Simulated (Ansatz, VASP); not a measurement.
One calculation of KCl, two programs

```xyz
2
Lattice="0.0000 3.1465 3.1465 3.1465 0.0000 3.1465 3.1465 3.1465 0.0000" Properties=species:S:1:pos:R:3 pbc="T T T"
K     0.0000    0.0000    0.0000
Cl    3.1465    3.1465    3.1465
```

Alike in both runs: task relaxation of cell and atoms; functional PBEsol; dispersion D4; k mesh 7 × 7 × 7; occupations fermi-dirac, width 0.05 eV; no spin polarisation.

|  | VASP | Ansatz |
| --- | --- | --- |
| version | VASP 6.6.1 | Ansatz 0.2.0 |
| potentials or method | VASP PAW PBE potentials, release 64 (K_sv, Cl) | Ansatz PAW |
| plane-wave cutoff (eV) | 600 | 420 |
| valence electrons in the cell | 16 | 16 |

|  | VASP | Ansatz | Ansatz less VASP |
| --- | --- | --- | --- |
| gap on the k mesh at the Fermi level, each at its own relaxed structure (eV) | 5.15 | 5.17 | +0.028 |
| relaxed volume (Å³/atom) | 29.99 | 29.78 | -0.217 |
| relaxed cell length with the largest relative difference (Å) | 4.394 | 4.383 | -0.0106 |

VASP's potentials were made for PBE, not for PBEsol.

Noted on Ansatz's run: odd divisions of the mesh miss points on the zone boundary, where band edges often lie, so the gap on the mesh can be too wide; the plane-wave basis is chosen anew once the cell has moved, so the energies of steps on either side of that aren't comparable.
